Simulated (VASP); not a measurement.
Write the native input for VASP 6.6.1 that does the following.

| Quantity | Value |
| --- | --- |
| Task | single point |
| Functional | r2SCAN0 |
| Potentials or basis | VASP PAW PBE potentials, release 64 (Al, O) |
| Cutoff | 520 eV |
| k mesh | 6 × 6 × 2 |
| Occupations | fermi-dirac, width 0.05 eV |
| Spin | no spin polarisation |
| Dipole correction | no |
| Grid for exact exchange (PRECFOCK) | Fast |
| Further INCAR settings | ALGO = Normal; EDIFF = 1e-07; NBANDS = 20 |
| Share of exact exchange | 0.25 |

Al2O3:

```
Al O
1.0
     3.01748    0.00000    0.00000
    -1.50874    2.61322    0.00000
     0.00000    0.00000    7.57464
Al O
2 3
Cartesian
  0.0000 0.0000 5.4693
  0.0000 0.0000 2.1054
  0.0000 0.0000 3.7873
  1.5087 0.8711 6.0638
  0.0000 1.7421 1.5108
```

The input as run:

POSCAR

```
Al2O3
1.0
    3.0174825440      0.0000000000      0.0000000000
   -1.5087412720      2.6132165386      0.0000000000
    0.0000000000      0.0000000000      7.5746360022
Al O
2 3
Direct
    0.0000000000      0.0000000000      0.7220490000
    0.0000000000      0.0000000000      0.2779510000
    0.0000000000      0.0000000000      0.5000000000
    0.6666666667      0.3333333333      0.8005460000
    0.3333333333      0.6666666667      0.1994540000
```

INCAR.step1

```
PREC = Accurate ; ENCUT = 520
EDIFF = 1E-5 ; ISMEAR = -1
SIGMA = 0.05 ; LREAL = False
LASPH = True ; NELM = 60
ALGO = Normal ; ISIF = 2
LWAVE = True ; GGA = PE
NBANDS = 20
```

INCAR.step2

```
PREC = Accurate ; ENCUT = 520
EDIFF = 1E-7 ; ISMEAR = -1
SIGMA = 0.05 ; LREAL = False
LASPH = True ; NELM = 60
ALGO = Normal ; ISIF = 2
LWAVE = False ; LCHARG = True
METAGGA = R2SCAN ; LHFCALC = True
AEXX = 0.25 ; LMIXTAU = True
PRECFOCK = Fast ; LELF = True
LVHAR = True ; ISTART = 1
NBANDS = 20
```

KPOINTS

```
Automatic mesh
0
Gamma
  6 6 2
```

Potentials or basis: VASP PAW PBE potentials, release 64 (Al, O).

Command:

```console
$ cat potpaw_PBE.64/Al/POTCAR potpaw_PBE.64/O/POTCAR > POTCAR
$ cp INCAR.step1 INCAR
$ mpirun -np 1 vasp_std > vasp.out
$ cp INCAR.step2 INCAR
$ mpirun -np 1 vasp_std > vasp.out
```

It gave:

```
Pressure               : -8.5 GPa
Largest force          : 0.629 eV/Å
Band gap on the k mesh : 5.11 eV
```

Caveat: the cell stands under tension; the PAW data sets were made with another functional, which shifts forces and pressure a little.

Wall time 34 min on 1 thread of Intel Xeon 8259CL (shared host), peak memory 0.2 GiB.
